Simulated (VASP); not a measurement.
# TiAl3 in VASP: further runs, part 2 of 2

VASP 6.6.1. The steps go on from the part before.

### 3 Single point, PBEsol

Input file INCAR:

```
PREC = Accurate ; ENCUT = 520
EDIFF = 1E-7 ; ISMEAR = -1
SIGMA = 0.1 ; LREAL = False
LASPH = True ; NELM = 60
ALGO = Normal ; ISIF = 2
LWAVE = False ; LCHARG = True
GGA = PS ; LELF = True
LVHAR = True ; NBANDS = 18
```

Input file KPOINTS:

```
regular mesh
0
Gamma
  6 6 6
```

Input file POSCAR:

```
TiAl3
1.0
    3.9556700000      0.0000000000      0.0000000000
    0.0000000000      3.9556700000      0.0000000000
    0.0000000000      0.0000000000      3.9556700000
Ti Al
1 3
Direct
    0.0000000000      0.0000000000      0.0000000000
    0.5000000000      0.5000000000      0.0000000000
    0.4949439665      0.0000000000      0.5000000000
    0.0000000000      0.5000000000      0.5000000000
```

Potentials or basis: VASP PAW PBE potentials, release 64 (Ti_sv, Al).

Run with:

```
cat potpaw_PBE.64/Ti_sv/POTCAR potpaw_PBE.64/Al/POTCAR > POTCAR
mpirun -np 1 vasp_std > vasp.out
```

It took 2 min on 1 thread of Intel Xeon 8259CL, shared host; peak memory 0.21 GiB.

Results (log left out):

```
Free energy            : -22.1667 eV
Pressure               : -0.4 GPa
Largest force          : 0.148 eV/Å
Band gap on the k mesh : zero (an odd number of electrons rules out a gap without spin polarisation)
```

Forces in eV/Å, atoms in the order of the input:
```
Ti  -0.083  0.000  0.000
Al  -0.007  0.000  0.000
Al   0.148  0.000  0.000
Al  -0.059  0.000  0.000
```

Levels at points of the mesh, in eV from the Fermi level:
```
           k point  band 8  band 9  band 10  band 11  band 12  band 13
(0.00, 0.00, 0.00)   -2.10   -2.10    -2.10     0.20     0.20     0.21
(0.50, 0.00, 0.00)   -2.21   -2.15     0.45     0.80     0.80     0.99
(0.00, 0.50, 0.00)   -2.21   -2.15     0.45     0.80     0.81     0.99
(0.00, 0.00, 0.50)   -2.21   -2.15     0.45     0.80     0.80     0.99
(0.50, 0.50, 0.00)   -4.99   -1.21    -1.21     0.68     0.92     1.16
(0.00, 0.50, 0.50)   -4.99   -1.21    -1.21     0.68     0.92     1.16
(0.50, 0.00, 0.50)   -4.99   -1.21    -1.21     0.68     0.92     1.16
(0.50, 0.50, 0.50)   -4.92   -3.45    -3.45    -3.45     0.23     1.25
```

Caveat: the PAW data sets were made with another functional, which shifts forces and pressure a little.

### 4 Single point, PBEsol

Input file INCAR:

```
SYSTEM = TiAl3
PREC = Accurate
ENCUT = 520
EDIFF = 1E-7
ISMEAR = -1
SIGMA = 0.1
LREAL = .FALSE.
LASPH = .TRUE.
NELM = 80
ALGO = Normal
ISIF = 2
LWAVE = .FALSE.
LCHARG = .TRUE.
GGA = PS
LELF = .TRUE.
LVHAR = .TRUE.
NBANDS = 18
```

Input file KPOINTS:

```
regular mesh
0
G
  6 6 6
  0 0 0
```

Edit POSCAR of step 3 so:

```diff
@@ -10,3 +10,3 @@
     0.5000000000      0.5000000000      0.0000000000
-    0.4949439665      0.0000000000      0.5000000000
+    0.4974719833      0.0000000000      0.5000000000
     0.0000000000      0.5000000000      0.5000000000
```

Potentials or basis: VASP PAW PBE potentials, release 64 (Ti_sv, Al).

Run with:

```
cat potpaw_PBE.64/Ti_sv/POTCAR potpaw_PBE.64/Al/POTCAR > POTCAR
mpirun -np 1 vasp_std > vasp.out
```

OUTCAR:

```text
SYSTEM = TiAl3
   PREC = Accurate
   ENCUT = 520
   EDIFF = 1E-7
   ISMEAR = -1
   LREAL = .FALSE.
   LASPH = .TRUE.
   NELM = 80
   ISIF = 2
   GGA = PS

 ion  position               nearest neighbor table
   1  0.000  0.000  0.000-   3 2.79   3 2.79   4 2.80   2 2.80   4 2.80   2 2.80   4 2.80   4 2.80
                             2 2.80   2 2.80   3 2.80   3 2.80
   2  0.500  0.500  0.000-   1 2.80   4 2.80   4 2.80   1 2.80   1 2.80   4 2.80   4 2.80   1 2.80
                             3 2.80   3 2.80   3 2.80   3 2.80
   3  0.497  0.000  0.500-   1 2.79   4 2.79   1 2.79   4 2.79   2 2.80   2 2.80   2 2.80   2 2.80
                             1 2.80   4 2.80   1 2.80   4 2.80
   4  0.000  0.500  0.500-   3 2.79   3 2.79   1 2.80   1 2.80   2 2.80   1 2.80   2 2.80   1 2.80
                             2 2.80   2 2.80   3 2.80   3 2.80

  LATTYP: Found a simple cubic cell.
 ALAT       =     3.9556700000

  Lattice vectors:

 A1 = (   3.9556700000,   0.0000000000,   0.0000000000)
 A2 = (   0.0000000000,   3.9556700000,   0.0000000000)
 A3 = (   0.0000000000,   0.0000000000,   3.9556700000)

Analysis of symmetry for initial positions (statically):
[... 172 lines left out ...]
  ---------------------------------------------------
  free energy    TOTEN  =       -22.16781257 eV

  energy without entropy =      -22.10738862  energy(sigma->0) =      -22.13760059

 E-fermi :   8.9840     XC(G=0): -10.9151

 val. band max:        8.9770306884   @ k =   0.3333   0.3333   0.0000
 cond. band min:       9.0811118028   @ k =   0.3333   0.3333   0.1667
 fundamental gap:      0.1040811143
 Fermi energy:         8.9840009881

 k-point     1 :       0.0000    0.0000    0.0000
  band No.  band energies     occupation
      1     -47.6859      2.00000
      2     -24.0919      2.00000
      3     -24.0919      2.00000
      4     -24.0919      2.00000
      5      -1.7759      2.00000
      6       5.9335      2.00000
[... 481 lines left out ...]
      5       0.4489      2.00000
      6       1.3136      2.00000
[... 10 lines left out ...]
     17      13.2580      0.00000
     18      14.3586      0.00000

 [... further k-points ...]
[... 5 lines left out ...]
  --------------------------------------------------------------------------------------
  -------------------------------------------------------------------------------------
  Total       -0.1570914     -0.1574583     -0.1571002      0.0000000      0.0000000      0.0000000
  in kB       -4.0663321     -4.0758304     -4.0665601      0.0000000      0.0000000      0.0000000
  external PRESSURE =      -4.0695742 kB  Pullay stress =       0.0000000 kB

 VOLUME and BASIS-vectors are now :
 -----------------------------------------------------------------------------
  energy-cutoff  :      520.00
  volume of cell :       61.90
      direct lattice vectors                 reciprocal lattice vectors
     3.955670000  0.000000000  0.000000000     0.252801675  0.000000000  0.000000000
     0.000000000  3.955670000  0.000000000     0.000000000  0.252801675  0.000000000
     0.000000000  0.000000000  3.955670000     0.000000000  0.000000000  0.252801675

 POSITION                                       TOTAL-FORCE (eV/Angst)
 -----------------------------------------------------------------------------------
      0.00000      0.00000      0.00000        -0.041268      0.000000      0.000000
      1.97784      1.97784      0.00000        -0.003250      0.000000      0.000000
      1.96784      0.00000      1.97784         0.073931      0.000000      0.000000
      0.00000      1.97784      1.97784        -0.029413      0.000000      0.000000
 -----------------------------------------------------------------------------------
    total drift:                                0.000021     -0.000000      0.000000

  FREE ENERGIE OF THE ION-ELECTRON SYSTEM (eV)
  ---------------------------------------------------
  free  energy   TOTEN  =       -22.1678125659 eV

  energy  without entropy=      -22.1073886154  energy(sigma->0) =      -22.13760059
```

Wall time 1.9 min (1 thread of Intel Xeon 8259CL, shared host); peak memory 0.21 GiB.

What came out:

- Free energy: -22.1678 eV
- Pressure: -0.4 GPa
- Largest force: 0.074 eV/Å
- Band gap on the k mesh: zero (an odd number of electrons rules out a gap without spin polarisation)

Forces on the atoms (eV/Å):
```
Ti  -0.041  0.000  0.000
Al  -0.003  0.000  0.000
Al   0.074  0.000  0.000
Al  -0.029  0.000  0.000
```

Levels at points of the mesh, in eV from the Fermi level:
```
           k point  band 6  band 7  band 8  band 9  band 10  band 11  band 12  band 13  band 14  band 15
(0.00, 0.00, 0.00)   -3.05   -3.05   -2.10   -2.10    -2.10     0.20     0.20     0.20     0.75     4.15
(0.50, 0.00, 0.00)   -7.94   -2.21   -2.21   -2.15     0.45     0.80     0.80     0.99     1.07     1.41
(0.00, 0.50, 0.00)   -7.94   -2.21   -2.21   -2.15     0.45     0.80     0.80     0.99     1.07     1.41
(0.00, 0.00, 0.50)   -7.94   -2.21   -2.21   -2.15     0.45     0.80     0.80     0.99     1.07     1.41
(0.50, 0.50, 0.00)   -6.07   -6.07   -4.99   -1.21    -1.21     0.68     0.92     1.16     1.19     3.63
(0.00, 0.50, 0.50)   -6.07   -6.07   -4.99   -1.21    -1.21     0.68     0.92     1.16     1.19     3.63
(0.50, 0.00, 0.50)   -6.07   -6.07   -4.99   -1.21    -1.21     0.68     0.92     1.16     1.19     3.63
(0.50, 0.50, 0.50)   -5.10   -5.10   -4.93   -3.45    -3.45    -3.45     0.23     1.25     1.25     2.85
```

Caveat: the PAW data sets were made with another functional, which shifts forces and pressure a little.
